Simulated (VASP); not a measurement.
Here is a VASP 6.6.1 calculation.

The input INCAR:

```
ALGO = Normal
EDIFF = 1E-7
EDIFFG = -0.01
ENCUT = 600
GGA = PE
IBRION = 2
ISIF = 3
ISMEAR = 0
LASPH = T
LCHARG = F
LREAL = F
LWAVE = F
NELM = 60
NSW = 100
PREC = Accurate
SIGMA = 0.1
```

Contents of KPOINTS:

```
k-points
0
Gamma
  12 12 4
```

The input POSCAR:

```
Ga2SnO2
1.0
    2.9726680353      0.0000000000      0.0000000000
    0.0000000000      2.9726680353      0.0000000000
    0.0000000000      0.0000000000      8.8678173460
Ga Sn O
2 1 2
Direct
    0.5000000000      0.5000000000      0.3550928885
    0.5000000000      0.5000000000      0.6449071115
    0.0000000000      0.0000000000      0.0000000000
    0.0000000000      0.0000000000      0.7114203909
    0.0000000000      0.0000000000      0.2885796091
```

Potentials or basis: VASP PAW PBE potentials, release 64 (Ga_d, Sn_d, O).

Launch:

```sh
$ cat potpaw_PBE.64/Ga_d/POTCAR potpaw_PBE.64/Sn_d/POTCAR potpaw_PBE.64/O/POTCAR > POTCAR
$ mpirun -np 1 vasp_std > vasp.out
```

(1) Predict the band gap on the k mesh.

(2) What does it give for the relaxed volume?

(3) Estimate the relaxed cell.

(4) What does it give for the space group after relaxing (to 0.1 Å)?

## Answers

(1) zero (bands 26 and 27 overlap by 2.63 eV).

(2) 15.59 Å³/atom.

(3) a = 2.968 Å, b = 2.968 Å, c = 8.849 Å, α = 90.00°, β = 90.00°, γ = 90.00°.

(4) P4/mmm (No. 123).

Caveat: spin-orbit coupling is left out, which moves the levels of the heavy elements.
